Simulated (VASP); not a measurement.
# BP in VASP: notebook, part 2 of 2

VASP 6.6.1.

### 4 Electric field gradients, LDA (zz strain of +1 %)

INCAR

```
  ALGO = Normal
  EDIFF = 1E-8
  ENCUT = 520
  GGA = CA
  ISIF = 2
  ISMEAR = -1
  LASPH = T
  LCHARG = F
  LEFG = T
  LREAL = F
  LWAVE = F
  NBANDS = 11
  NELM = 100
  PREC = Accurate
  SIGMA = 0.08
```

KPOINTS

```
k-points
0
Gamma
  12 12 12
```

POSCAR

```
BP
1.0
    0.0000000000      2.2690000000      2.2916900000
    2.2690000000      0.0000000000      2.2916900000
    2.2690000000      2.2690000000      0.0000000000
B P
1 1
Direct
    0.0000000000      0.0000000000      0.0000000000
    0.7500000000      0.7500000000      0.7500000000
```

Potentials or basis: VASP PAW LDA potentials, release 64 (B, P).

Run with:

```bash
> cat potpaw_LDA.64/B/POTCAR potpaw_LDA.64/P/POTCAR > POTCAR
> mpirun -np 1 vasp_std > vasp.out
```

OUTCAR:

```text
EDIFF = 1E-8
   ENCUT = 520
   GGA = CA
   ISIF = 2
   ISMEAR = -1
   LASPH = T
   LREAL = F
   NELM = 100
   PREC = Accurate

 ion  position               nearest neighbor table
   1  0.000  0.000  0.000-   2 1.97   2 1.97   2 1.97   2 1.97
   2  0.750  0.750  0.750-   1 1.97   1 1.97   1 1.97   1 1.97

  LATTYP: Found a body centered tetragonal cell.
 ALAT       =     3.2088505730
 C/A-ratio  =     1.4283556980

  Lattice vectors:

 A1 = (  -2.2690000000,   0.0000000000,   2.2916900000)
 A2 = (   2.2690000000,   0.0000000000,   2.2916900000)
 A3 = (   0.0000000000,   2.2690000000,  -2.2916900000)

Analysis of symmetry for initial positions (statically):
=====================================================================
 Subroutine PRICEL returns:
 Original cell was already a primitive cell.

 Routine SETGRP: Setting up the symmetry group for a
 body centered tetragonal supercell.

 Subroutine GETGRP returns: Found  8 space group operations
 (whereof  8 operations were pure point group operations)
 out of a pool of 16 trial point group operations.

The static configuration has the point symmetry D_2d.

Analysis of symmetry for dynamics (positions and initial velocities):
=====================================================================
 Subroutine PRICEL returns:
 Original cell was already a primitive cell.

 Routine SETGRP: Setting up the symmetry group for a
 body centered tetragonal supercell.

 Subroutine GETGRP returns: Found  8 space group operations
 (whereof  8 operations were pure point group operations)
 out of a pool of 16 trial point group operations.

The dynamic configuration has the point symmetry D_2d.

 Subroutine INISYM returns: Found  8 space group operations
 (whereof  8 operations are pure point group operations),
 and found     1 'primitive' translations

----------------------------------------------------------------------------------------

                                     Primitive cell

  volume of cell :      23.5969

  direct lattice vectors                    reciprocal lattice vectors
     0.000000000  2.269000000  2.291690000    -0.220361393  0.220361393  0.218179597
     2.269000000  0.000000000  2.291690000     0.220361393 -0.220361393  0.218179597
     2.269000000  2.269000000  0.000000000     0.220361393  0.220361393 -0.218179597

  length of vectors
     3.224934737  3.224934737  3.208850573     0.380421639  0.380421639  0.380421639

  position of ions in fractional coordinates (direct lattice)
     0.000000000  0.000000000  0.000000000
     0.750000000  0.750000000  0.750000000

  ion indices of the primitive-cell ions
   primitive index   ion index
                 1           1
                 2           2

----------------------------------------------------------------------------------------

 KPOINTS: k-points

Automatic generation of k-mesh.
[... 74 lines left out ...]
   POTIM  = 0.5000    time-step for ionic-motion
   TEBEG  =    0.0;   TEEND  =   0.0 temperature during run
   PSTRESS=    0.0 pullay stress
   NELECT =       8.0000    total number of electrons
   NUPDOWN=      -1.0000    fix difference up-down
   EMIN   =  10.00;   EMAX   =-10.00  energy-range for DOS
   EFERMI =   0.00;   METHOD = LEGACY
   ISMEAR =    -1;   SIGMA  =   0.08  broadening in eV -4-tet -1-fermi 0-gaus
   EFERMI_NEDOS =   21; number of points for ismear=-14 and -15
   IALGO  =     38    algorithm
   IMIX   =      4    mixing-type and parameters
     AMIX     =   0.40;   BMIX     =  1.00
     AMIX_MAG =   1.60;   BMIX_MAG =  1.00
  volume/ion in A,a.u.               =      11.80        79.62
  Fermi-wavevector in a.u.,A,eV,Ry     =   1.141528  2.157175 17.729561  1.303086
  Thomas-Fermi vector in A             =   2.278228
   LORBIT       =      0    0 simple, 1 ext, 2 COOP (PROOUT), +10 PAW based schemes
   GGA     = CA    functional components
   LHFCALC =     F    Hartree Fock is set to
   AEXX    =    0.0000 exact exchange contribution
   IVDW    =     0    specifies the selected vdW correction
   LEPSILON=     F    determine dielectric tensor
   LRPA    =     F    only Hartree local field effects (RPA)
 non-spin polarized calculation
  energy-cutoff  :      520.00
  volume of cell :       23.60
 maximum number of plane-waves:       648
   NGX = 11   NGY = 11   NGZ = 11

 number of electron       8.0000000 magnetization

 Free energy of the ion-electron system (eV)
  ---------------------------------------------------
  ext. energy  EPLUGINS =         0.00000000
  ---------------------------------------------------
  free energy    TOTEN  =       -14.37735438 eV

  energy without entropy =      -14.37734664  energy(sigma->0) =      -14.37735051

 E-fermi :   7.8643     XC(G=0): -11.0471

 val. band max:        7.3202951473   @ k =   0.0000   0.0000   0.0000
 cond. band min:       8.4421457300   @ k =   0.4167   0.0000   0.4167
 fundamental gap:      1.1218505827
 Fermi energy:         7.8643085378

 k-point     1 :       0.0000    0.0000    0.0000
  band No.  band energies     occupation
      1      -8.0150      2.00000
      2       7.2227      1.99934
      3       7.3203      1.99778
      4       7.3203      1.99778
      5      10.6333      0.00000
      6      10.6333      0.00000
      7      10.6884      0.00000
      8      14.5039      0.00000
      9      18.4755      0.00000
     10      19.3067      0.00000
     11      19.5714      0.00000
[... 309 lines left out ...]
 k-point    24 :      -0.4167    0.1667    0.0000
  band No.  band energies     occupation
      1      -4.3971      2.00000
      2      -1.2043      2.00000
      3       3.3601      2.00000
      4       5.0679      2.00000
      5      10.8562      0.00000
      6      13.3804      0.00000
      7      13.4308      0.00000
      8      17.5140      0.00000
      9      19.0924      0.00000
     10      19.9912      0.00000
     11      23.1001      0.00000

 [... further k-points ...]
[... 5 lines left out ...]
  --------------------------------------------------------------------------------------
  -------------------------------------------------------------------------------------
  Total       -0.8759191     -0.8759191     -1.2695727      0.0000000      0.0000000     -0.0000000
  in kB      -59.4729851    -59.4729851    -86.2011986      0.0000000      0.0000000     -0.0000000
  external PRESSURE =     -68.3823896 kB  Pullay stress =       0.0000000 kB

 VOLUME and BASIS-vectors are now :
 -----------------------------------------------------------------------------
  energy-cutoff  :      520.00
  volume of cell :       23.60
      direct lattice vectors                 reciprocal lattice vectors
     0.000000000  2.269000000  2.291690000    -0.220361393  0.220361393  0.218179597
     2.269000000  0.000000000  2.291690000     0.220361393 -0.220361393  0.218179597
     2.269000000  2.269000000  0.000000000     0.220361393  0.220361393 -0.218179597

 POSITION                                       TOTAL-FORCE (eV/Angst)
 -----------------------------------------------------------------------------------
      0.00000      0.00000      0.00000         0.000000      0.000000     -0.000000
      3.40350      3.40350      3.43754        -0.000000     -0.000000      0.000000
 -----------------------------------------------------------------------------------
    total drift:                               -0.000000     -0.000000     -0.000000

  FREE ENERGIE OF THE ION-ELECTRON SYSTEM (eV)
  ---------------------------------------------------
  free  energy   TOTEN  =       -14.3773543803 eV

  energy  without entropy=      -14.3773466414  energy(sigma->0) =      -14.37735051

 Electric field gradients (V/A^2)
---------------------------------------------------------------------
 ion       V_xx      V_yy      V_zz      V_xy      V_xz      V_yz
---------------------------------------------------------------------
   1      -0.027    -0.027     0.054     0.000     0.000     0.000
   2      -0.254    -0.254     0.508    -0.000    -0.000    -0.000
---------------------------------------------------------------------

 Electric field gradients after diagonalization (V/A^2)
 (convention: |V_zz| > |V_xx| > |V_yy|)
----------------------------------------------------------------------
 ion       V_xx      V_yy      V_zz     asymmetry (V_yy - V_xx)/ V_zz
----------------------------------------------------------------------
   1      -0.027    -0.027     0.054       0.001
   2      -0.254    -0.254     0.508       0.001
----------------------------------------------------------------------

           NMR quadrupolar parameters

 Cq : quadrupolar parameter    Cq=e*Q*V_zz/h
 eta: asymmetry parameters     (V_yy - V_xx)/ V_zz
 Q  : nuclear electric quadrupole moment in mb (millibarn)
----------------------------------------------------------------------
 ion       Cq(MHz)       eta       Q (mb)
----------------------------------------------------------------------
   1       0.000       0.001       1.000
   2       0.001       0.001       1.000
----------------------------------------------------------------------
```

OSZICAR:

```text
N       E                     dE             d eps       ncg     rms          rms(c)
DAV:   1     0.726487074076E+01    0.72649E+01   -0.39531E+03  3594   0.656E+02
DAV:   2    -0.145228899275E+02   -0.21788E+02   -0.20843E+02  4878   0.108E+02
DAV:   3    -0.151762282350E+02   -0.65334E+00   -0.65094E+00  4518   0.159E+01
DAV:   4    -0.151791534391E+02   -0.29252E-02   -0.29249E-02  4161   0.124E+00
DAV:   5    -0.151791688590E+02   -0.15420E-04   -0.15420E-04  4414   0.899E-02    0.723E+00
DAV:   6    -0.144987133208E+02    0.68046E+00   -0.15759E+00  4090   0.533E+00    0.381E+00
DAV:   7    -0.143899137620E+02    0.10880E+00   -0.24011E-01  4500   0.245E+00    0.127E+00
DAV:   8    -0.143773188975E+02    0.12595E-01   -0.30678E-02  4192   0.932E-01    0.215E-01
DAV:   9    -0.143773564414E+02   -0.37544E-04   -0.80355E-04  4123   0.195E-01    0.149E-01
DAV:  10    -0.143773525805E+02    0.38609E-05   -0.13012E-04  3967   0.648E-02    0.338E-02
DAV:  11    -0.143773548942E+02   -0.23137E-05   -0.70132E-06  4407   0.136E-02    0.385E-02
DAV:  12    -0.143773543778E+02    0.51642E-06   -0.26533E-06  4065   0.667E-03    0.116E-02
DAV:  13    -0.143773543895E+02   -0.11702E-07   -0.10192E-07  4319   0.194E-03    0.785E-03
DAV:  14    -0.143773543803E+02    0.91243E-08   -0.26142E-08  2340   0.700E-04
   1 F= -.14377354E+02 E0= -.14377351E+02  d E =-.773898E-05
```

stdout:

```text
POSCAR found type information on POSCAR B P
 POSCAR found :  2 types and       2 ions
 scaLAPACK will be used
 LDA part: xc-table for (Slater(with rela. corr.)+CA(PZ))
 , standard interpolation
 POSCAR, INCAR and KPOINTS ok, starting setup
 FFT: planning ... GRIDC
 FFT: planning ... GRID_SOFT
 FFT: planning ... GRID
 WAVECAR not read
 entering main loop
ion   1

ion   2
```

Run time: 45 s. Hardware: 1 thread of Intel Xeon 8259CL, shared host; peak memory 0.15 GiB.

What came out:

```
Free energy            : -14.3774 eV
Pressure               : -6.8 GPa
Band gap on the k mesh : 1.12 eV, indirect (least direct gap 3.31 eV)
```

Levels at points of the mesh, in eV from the valence-band top:
```csv
k point,band 1,band 2,band 3,band 4,band 5,band 6,band 7,band 8
"(0.00, 0.00, 0.00)",-15.34,-0.10,0.00,0.00,3.31,3.31,3.37,7.18
"(0.50, 0.00, 0.00)",-12.04,-8.97,-1.83,-1.71,3.67,4.61,4.69,9.85
"(0.50, 0.50, 0.00)",-10.62,-8.53,-4.03,-4.03,1.36,1.62,11.87,11.87
"(0.50, 0.00, 0.50)",-10.52,-8.44,-4.15,-4.13,1.25,1.48,11.77,11.97
```

Electric field gradients, principal values (V/Å²):
| atom | least | middle | greatest (by size) |
| --- | --- | --- | --- |
| 1 B | -0.027 | -0.027 | 0.054 |
| 2 P | -0.254 | -0.254 | 0.508 |

Caveat: the cell differs from its parent crystal (zz strain of +1 %); without QUAD_EFG the Cq values of the log hold for a quadrupole moment of 1 mb, not for the nuclei. A k mesh can miss the band edges.
